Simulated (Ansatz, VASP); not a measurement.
# MgO in VASP and in Ansatz

```
CELL_PARAMETERS angstrom
2.93802 -0.01469 0.00000
-1.48173 2.55175 0.00000
0.00000 0.00000 2.67968
ATOMIC_POSITIONS crystal
Mg 0.00000 0.00000 0.00000
O 0.33333 0.66667 0.50000
```

Alike in both runs: task single point; functional LDA; k mesh 12 × 12 × 8; occupations gaussian, width 0.02 eV; no spin polarisation.

|  | VASP | Ansatz |
| --- | --- | --- |
| version | VASP 6.6.1 | Ansatz 0.2.0 |
| potentials or method | VASP PAW LDA potentials, release 64 (Mg, O), cutoff 520 eV | plane waves, PAW |
| valence electrons in the cell | 8 | 16 |

```csv
,VASP,Ansatz,Ansatz less VASP
pressure (GPa),-11.0,-9.3,+1.64
"traceless stress, the component that is largest in VASP (GPa)",1.16,1.14,-0.016
```

LDA's correlation is that of Perdew and Zunger in VASP and of Perdew and Wang (1992) in Ansatz. VASP's potentials hold 8 valence electrons a cell and Ansatz's 16, so a difference there can come from the potentials and not from the codes.
